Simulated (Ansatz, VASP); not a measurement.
**One calculation of MgCd2Te3, two programs**

```xyz
6
Lattice="4.6496 0.0000 0.0000 -2.3248 4.0267 0.0000 0.0000 0.0000 11.3626" Properties=species:S:1:pos:R:3 pbc="T T T"
Mg    0.0000    2.6845    7.5966
Cd    0.0000    0.0000   -0.0278
Cd    2.3248    1.3422    3.8011
Te    0.0000    0.0000    8.4701
Te    0.0000    2.6845    4.7795
Te    2.3248    1.3422    0.9463
```

Alike in both runs: functional PBE; k mesh 6 × 6 × 2; occupations gaussian, width 0.1 eV; no spin polarisation.

Ansatz relaxed the structure, and its values are those at the end. VASP's run is a single point on that final structure, the one shown.

|  | VASP | Ansatz |
| --- | --- | --- |
| version | VASP 6.6.1 | Ansatz 0.2.0 |
| potentials or method | VASP PAW PBE potentials, release 64 (Mg, Cd, Te), cutoff 520 eV | scalar-relativistic, plane waves, PAW |
| valence electrons in the cell | 44 | 98 |

|  | VASP | Ansatz | Ansatz less VASP |
| --- | --- | --- | --- |
| gap on the k mesh at the Fermi level (eV) | 1.00 | 1.01 | +0.004 |
| least direct gap on the mesh (eV) | 1.00 | 1.01 | +0.004 |
| pressure (GPa) | 0.2 | 0.2 | -0.07 |
| rms of the force components (eV/Å) | 0.005 | 0.005 | -0.0001 |

VASP's potentials hold 44 valence electrons a cell and Ansatz's 98, so a difference there can come from the potentials and not from the codes.

Spin-orbit coupling is off throughout.
